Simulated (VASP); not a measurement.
Set up this calculation in VASP 6.6.1, as the native input.

```yaml
Task: single point
Functional: PBE
Potentials_or_basis: VASP PAW PBE potentials, release 64 (V_sv)
Cutoff: 520 eV
k_mesh: 18 × 18 × 18
Occupations: fermi-dirac, width 0.1 eV
Spin: no spin polarisation
Dipole_correction: no
Further_INCAR_settings: ALGO = Normal; EDIFF = 1e-06; NBANDS = 12
```

The structure of V lies in POSCAR:

```
V
1.0
    2.1266482766      0.0000000000      0.0000000000
    0.0000000000      2.1266482766      0.0000000000
    0.0000000000      0.0000000000      2.1266482766
V
1
Direct
    0.0000000000      0.0000000000      0.0000000000
```

This isn't the form of V at room conditions, which is bcc.

The input as run:

INCAR

```
SYSTEM = V
PREC = Accurate ; ENCUT = 520
EDIFF = 1E-6 ; ISMEAR = -1
SIGMA = 0.1 ; LREAL = .False.
LASPH = .True. ; NELM = 80
ALGO = Normal ; ISIF = 2
LWAVE = .False. ; LCHARG = .False.
GGA = PE ; NBANDS = 12
```

KPOINTS

```
regular mesh
0
Gamma
  18 18 18
  0 0 0
```

Potentials or basis: VASP PAW PBE potentials, release 64 (V_sv).

Run with:

```sh
$ cat potpaw_PBE.64/V_sv/POTCAR > POTCAR
$ mpirun -np 1 vasp_std > vasp.out
```

Results of the run:

The pressure is 134.1 GPa and the band gap on the k mesh is zero (an odd number of electrons rules out a gap without spin polarisation).

Caveat: the cell stands under pressure.

Wall time 8.8 s on 1 thread of Intel Xeon 8259CL, on a shared host, peak memory 0.13 GiB.
